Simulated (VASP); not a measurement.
Wanted: the native input for a VASP 6.6.1 run.

| Item | Value |
| --- | --- |
| Task | single point |
| Functional | PBEsol |
| Potentials or basis | VASP PAW PBE potentials, release 64 (Hf_pv) |
| Cutoff | 520 eV |
| k mesh | 10 × 10 × 14 |
| Occupations | gaussian, width 0.05 eV |
| Spin | no spin polarisation |
| Dipole correction | no |
| Further INCAR settings | ALGO = Normal; EDIFF = 1e-07; NBANDS = 22 |

The structure of Hf lies in POSCAR:

```
Hf
1.0
    4.4108136331      0.0000000000      0.0000000000
   -2.2054068166      3.8198766576      0.0000000000
    0.0000000000      0.0000000000      2.7405377058
Hf
3
Direct
    0.6666666667      0.3333333333      0.5000000000
    0.3333333333      0.6666666667      0.5000000000
    0.0000000000      0.0000000000      0.0000000000
```

This isn't the form of Hf at room conditions, which is hcp.

These files were run (other wordings do the same):

INCAR

```
SYSTEM = Hf
ALGO     = Normal         ! electronic algorithm
EDIFF    = 1E-7           ! SCF threshold, eV
ENCUT    = 520            ! plane-wave cutoff, eV
GGA      = PS             ! functional
ISIF     = 2              ! what is computed and relaxed
ISMEAR   = 0              ! smearing method
LASPH    = .True.         ! aspherical terms in the spheres
LCHARG   = .True.         ! write CHGCAR
LELF     = .True.         ! ELF
LREAL    = .False.        ! projectors in reciprocal space
LVHAR    = .True.       
LWAVE    = .False.        ! write WAVECAR
NBANDS   = 22             ! bands
NELM     = 60             ! most SCF steps
PREC     = Accurate       ! precision mode
SIGMA    = 0.05           ! smearing width, eV
```

KPOINTS

```
k-points
0
Gamma
  10 10 14
  0 0 0
```

Potentials or basis: VASP PAW PBE potentials, release 64 (Hf_pv).

Run with:

```bash
$ cat potpaw_PBE.64/Hf_pv/POTCAR > POTCAR
$ mpirun -np 1 vasp_std > vasp.out
```

Results of the run:

```yaml
Pressure: 67.0 GPa
Band_gap_on_the_k_mesh: zero (bands 15 and 16 overlap by 1.28 eV)
```

Caveat: the cell stands under pressure; the PAW data sets were made with another functional, which shifts forces and pressure a little; spin-orbit coupling is left out, which moves the levels of the heavy elements.

Wall time 38 s on 1 thread of Intel(R) Xeon(R) 6975P-C (Granite Rapids), with other jobs on the host, peak memory 0.22 GiB.
